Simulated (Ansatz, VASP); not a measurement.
One calculation of Nb, two programs

POSCAR

```
Nb
1.0
    3.0488450737      0.0000000000      0.0000000000
   -1.5244225368      2.6403772860      0.0000000000
    0.0000000000      0.0000000000      4.9484370199
Nb
2
Direct
    0.3333333333      0.6666666667      0.2500000000
    0.6666666667      0.3333333333      0.7500000000
```

INCAR.step1

```
  ALGO = Normal
  EDIFF = 1E-4
  ENCUT = 600
  GGA = PE
  ISMEAR = 0
  LASPH = T
  LCHARG = F
  LREAL = F
  LWAVE = T
  NELM = 60
  PREC = Accurate
  SIGMA = 0.1
```

INCAR.step2

```
  ALGO = Normal
  EDIFF = 1E-6
  EDIFFG = -0.04
  ENCUT = 600
  IBRION = 2
  ISIF = 3
  ISMEAR = 0
  ISTART = 1
  LASPH = T
  LCHARG = F
  LMIXTAU = T
  LREAL = F
  LWAVE = F
  METAGGA = R2SCAN
  NELM = 60
  NSW = 90
  PREC = Accurate
  SIGMA = 0.1
```

File KPOINTS:

```
k-points
0
Gamma
  6 6 4
```

Input for Ansatz:

```yaml
crystal:
  lattice:
    - [3.0488450737, 0.0, 0.0]
    - [-1.5244225368, 2.640377286, 0.0]
    - [0.0, 0.0, 4.9484370199]
  atoms:
    - { symbol: Nb, position: [0.3333333333, 0.6666666667, 0.25] }
    - { symbol: Nb, position: [0.6666666667, 0.3333333333, 0.75] }
basis:
  ecutwfc: 500
kpoints:
  mp_grid: { grid: [6, 6, 4] }
hamiltonian:
  xc: r2scan
scf:
  occupations: { method: gaussian, width: 0.1 }
  lower_state_search: "off"
output:
  forces: true
  stress: true
  eigenvalues: true
relax:
  adjacent_minimum: "off"
  f_tol: 0.04
  max_steps: 70
  cell: { stress_tol: 0.4 }
```

Alike in both runs: task relaxation of cell and atoms; functional r2SCAN; k mesh 6 × 6 × 4; occupations gaussian, width 0.1 eV; no spin polarisation.

|  | VASP | Ansatz |
| --- | --- | --- |
| version | VASP 6.6.1 | Ansatz 0.2.0 |
| potentials or method | VASP PAW PBE potentials, release 64 (Nb_sv), cutoff 600 eV | scalar-relativistic, plane waves, PAW |
| valence electrons in the cell | 26 | 26 |

Ansatz gave:

```
gap on the k mesh at the Fermi level, each at its own relaxed structure (eV) : none
relaxed volume (Å³/atom)                                                     : 18.40
relaxed cell length with the largest relative difference (Å)                 : 5.322
```

Q: Estimate VASP's values.

A: gap on the k mesh at the Fermi level, each at its own relaxed structure (eV): none; relaxed volume (Å³/atom): 18.39; relaxed cell length with the largest relative difference (Å): 5.307.

VASP's potentials were made for PBE, not for r2SCAN. A gap of «none» marks a metal or a gap that the smearing closes.

The k mesh is coarse, so the values compare programs but aren't converged.
